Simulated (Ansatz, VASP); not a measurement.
Two plane-wave programs on NaF

File INCAR:

```
PREC     = Accurate       # precision mode
ENCUT    = 520            # plane-wave cutoff, eV
EDIFF    = 1E-6           # SCF threshold, eV
ISMEAR   = -1             # smearing method
SIGMA    = 0.02           # smearing width, eV
LREAL    = False          # projectors in reciprocal space
LASPH    = True           # aspherical terms in the spheres
NELM     = 100            # most SCF steps
ALGO     = Normal         # electronic algorithm
ISIF     = 2              # what is computed and relaxed
LWAVE    = False          # write WAVECAR
LCHARG   = True           # write CHGCAR
GGA      = PE             # functional
LELF     = True           # ELF
LVHAR    = True         
NBANDS   = 14             # bands
```

The input KPOINTS:

```
regular mesh
0
Gamma
  10 10 10
```

File POSCAR:

```
NaF
1.0
    0.0506908425      2.3478589306      2.3478589306
    2.3478589306      0.0506908425      2.3478589306
    2.3478589306      2.3478589306      0.0506908425
Na F
1 1
Direct
    0.0000000000      0.0000000000      0.0000000000
    0.5000000000      0.5000000000      0.5000000000
```

Input for Ansatz:

```yaml
crystal:
  lattice:
    - [0.0506908425, 2.3478589306, 2.3478589306]
    - [2.3478589306, 0.0506908425, 2.3478589306]
    - [2.3478589306, 2.3478589306, 0.0506908425]
  atoms:
    - { symbol: Na, position: [0.0, 0.0, 0.0] }
    - { symbol: F, position: [0.5, 0.5, 0.5] }
kpoints:
  mp_grid: { grid: [10, 10, 10] }
  band_path:
    path:
      - [0.0, 0.0, 0.0]
      - [0.5, 0.0, 0.5]
      - [0.625, 0.25, 0.625]
      - [0.375, 0.375, 0.75]
      - [0.5, 0.5, 0.5]
      - [0.5, 0.25, 0.75]
    npoints: 1
hamiltonian:
  xc: pbe
scf:
  occupations: { method: fermi_dirac, width: 0.02 }
  n_extra_bands: 4
output:
  forces: true
  stress: true
  eigenvalues: true
```

Change from the starting cell: shear_111 strain +3.3%.

Alike in both runs: task single point; functional PBE; k mesh 10 × 10 × 10; occupations fermi-dirac, width 0.02 eV; no spin polarisation.

|  | VASP | Ansatz |
| --- | --- | --- |
| version | VASP 6.6.1 | Ansatz 0.2.0 |
| potentials or method | VASP PAW PBE potentials, release 64 (Na_pv, F) | plane waves, PAW |
| plane-wave cutoff (eV) | 520 | 420 |
| valence electrons in the cell | 14 | 16 |

VASP gave:

* gap on the k mesh at the Fermi level (eV): 6.23
* pressure (GPa): 1.6
* traceless stress, the component that is largest in VASP (GPa): -0.62

Q: Which values does Ansatz return?

A: gap on the k mesh at the Fermi level (eV): 6.24; pressure (GPa): 1.8; traceless stress, the component that is largest in VASP (GPa): -0.63.

The functional is the same, so the differences come from potentials, cutoffs and numerics. VASP's potentials hold 14 valence electrons a cell and Ansatz's 16, so a difference there can come from the potentials and not from the codes.
